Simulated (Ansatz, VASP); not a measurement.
**Two plane-wave programs on AlCo**

```
CELL_PARAMETERS angstrom
2.89097 0.00000 0.00000
0.00000 2.89097 0.00000
0.00000 0.00000 2.77534
ATOMIC_POSITIONS crystal
Al 0.00000 0.00000 0.00000
Co 0.50000 0.50000 0.50000
```

Alike in both runs: task single point; functional PBE; k mesh 24 × 24 × 24; occupations gaussian, width 0.15 eV; no spin polarisation.

|  | VASP | Ansatz |
| --- | --- | --- |
| version | VASP 6.6.1 | Ansatz 0.2.0 |
| potentials or method | VASP PAW PBE potentials, release 64 (Al, Co), cutoff 520 eV | scalar-relativistic, plane waves, PAW |
| valence electrons in the cell | 12 | 20 |

Ansatz gave:

- gap on the k mesh at the Fermi level (eV): none
- pressure (GPa): 0.3
- traceless stress, the component that is largest in VASP (GPa): 5.20

Q: Estimate VASP's values.

A: gap on the k mesh at the Fermi level (eV): none; pressure (GPa): 0.0; traceless stress, the component that is largest in VASP (GPa): 5.19.

A gap of «none» marks a metal or a gap that the smearing closes. With one functional, cell and mesh, what is left measures potentials, basis and numerics. VASP's potentials hold 12 valence electrons a cell and Ansatz's 20, so a difference there can come from the potentials and not from the codes.
